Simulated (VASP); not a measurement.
Set up this calculation in VASP 6.6.1, as the native input.

* Task: single point
* Functional: r2SCAN
* Potentials or basis: VASP PAW PBE potentials, release 64 (Hf_pv, O)
* Cutoff: 520 eV
* k mesh: 6 × 6 × 8
* Occupations: gaussian, width 0.05 eV
* Spin: no spin polarisation
* Dipole correction: no
* Further INCAR settings: ALGO = Normal; EDIFF = 1e-07; NBANDS = 31

The system is HfO2.

```
Hf O
1.0
     4.79891   -0.05568   -0.08146
    -0.05568    4.81514    0.00204
    -0.05424    0.00136    3.13016
Hf O
2 4
Direct
  0.98884 0.00747 0.98238
  0.49676 0.49848 0.50783
  0.20451 0.80492 0.52311
  0.30247 0.30869 0.99894
  0.69795 0.68747 0.00886
  0.80947 0.19297 0.47889
```

This cell differs from its parent crystal: atoms moved at random and the cell strained at random.

One way to write it, as run:

POSCAR

```
HfO2
1.0
    4.7989053175     -0.0556823726     -0.0814554893
   -0.0556823726      4.8151449630      0.0020353615
   -0.0542426282      0.0013553827      3.1301643032
Hf O
2 4
Direct
   -0.0111597870      0.0074667340     -0.0176207280
    0.4967559737      0.4984763580      0.5078255686
    0.2045072468      0.8049249734      0.5231070031
    0.3024677400      0.3086921636     -0.0010628368
    0.6979538434      0.6874739203      0.0088621657
    0.8094749830      0.1929658505      0.4788888274
```

INCAR.step1

```
PREC = Accurate
ENCUT = 520
ISMEAR = 0
SIGMA = 0.05
LREAL = F
LASPH = T
NELM = 60
NBANDS = 31
GGA = PE
ALGO = Normal
EDIFF = 1E-4
LWAVE = T
LCHARG = F
```

INCAR.step2

```
PREC = Accurate
ENCUT = 520
EDIFF = 1E-7
ISMEAR = 0
SIGMA = 0.05
LREAL = F
LASPH = T
NELM = 60
ALGO = Normal
ISIF = 2
LWAVE = F
LCHARG = T
METAGGA = R2SCAN
LMIXTAU = T
LELF = T
LVHAR = T
NBANDS = 31
ISTART = 1
```

KPOINTS

```
Automatic mesh
0
Gamma
  6 6 8
```

Potentials or basis: VASP PAW PBE potentials, release 64 (Hf_pv, O).

Command:

```console
$ cat potpaw_PBE.64/Hf_pv/POTCAR potpaw_PBE.64/O/POTCAR > POTCAR
$ cp INCAR.step1 INCAR
$ mpirun -np 1 vasp_std > vasp.out
$ cp INCAR.step2 INCAR
$ mpirun -np 1 vasp_std > vasp.out
```

It gave:

```
Pressure               : 9.2 GPa
Largest force          : 1.756 eV/Å
Band gap on the k mesh : 4.59 eV
```

Caveat: the cell differs from its parent crystal (atoms moved at random and the cell strained at random); the cell stands under pressure; the PAW data sets were made with another functional, which shifts forces and pressure a little; spin-orbit coupling is left out, which moves the levels of the heavy elements.

It took 12 min on 1 thread of Intel(R) Xeon(R) Platinum 8488C (Sapphire Rapids) (shared host), peak memory 0.37 GiB.
